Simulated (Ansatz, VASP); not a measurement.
## Sc: VASP beside Ansatz

```
CELL_PARAMETERS angstrom
0.00000 2.43568 2.43568
2.43568 0.00000 2.43568
2.43568 2.43568 0.00000
ATOMIC_POSITIONS crystal
Sc 0.00000 0.00000 0.00000
```

Alike in both runs: task single point; functional RPBE; k mesh 13 × 13 × 13; occupations fermi-dirac, width 0.1 eV; no spin polarisation.

```csv
,VASP,Ansatz
version,VASP 6.6.1,Ansatz 0.2.0
potentials or method,"VASP PAW PBE potentials, release 64 (Sc_sv), cutoff 520 eV","plane waves (420 eV) with PAW, scalar-relativistic"
valence electrons in the cell,11,11
```

|  | VASP | Ansatz | Ansatz less VASP |
| --- | --- | --- | --- |
| pressure (GPa) | -4.5 | -4.5 | -0.01 |

VASP's potentials were made for PBE, not for RPBE. The functional is the same, so the differences come from potentials, cutoffs and numerics.
